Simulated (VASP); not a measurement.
A run of VASP 6.6.1:

The input INCAR:

```
ALGO = Fast
EDIFF = 1E-6
ENCUT = 520
GGA = PE
ISIF = 2
ISMEAR = 0
LASPH = True
LCHARG = True
LELF = True
LREAL = False
LVHAR = True
LWAVE = False
NBANDS = 24
NELM = 60
PREC = Accurate
SIGMA = 0.1
```

File KPOINTS:

```
k-points
0
Gamma
  18 18 8
```

The input POSCAR:

```
InAg2
1.0
    3.1233728541      0.0000000000      0.0000000000
   -1.5616864270      2.7049202371      0.0000000000
    0.0000000000      0.0000000000      7.1471513434
In Ag
1 2
Direct
    0.0000000000      0.0000000000      0.0000000000
    0.3333333333      0.6666666667      0.3405115380
    0.6666666667      0.3333333333      0.6594884620
```

Potentials or basis: VASP PAW PBE potentials, release 64 (In_d, Ag).

Run with:

```bash
$ cat potpaw_PBE.64/In_d/POTCAR potpaw_PBE.64/Ag/POTCAR > POTCAR
$ mpirun -np 1 vasp_std > vasp.out
```

Hardware: 1 thread of Intel(R) Xeon(R) Platinum 8488C (Sapphire Rapids) (shared host).

Task: How long does it take, and how much memory?

Result: Run time: 4.5 min on 1 thread of Intel(R) Xeon(R) Platinum 8488C (Sapphire Rapids), on a shared host, peak memory 0.45 GiB. Counts: scf iterations 15, k points 266.
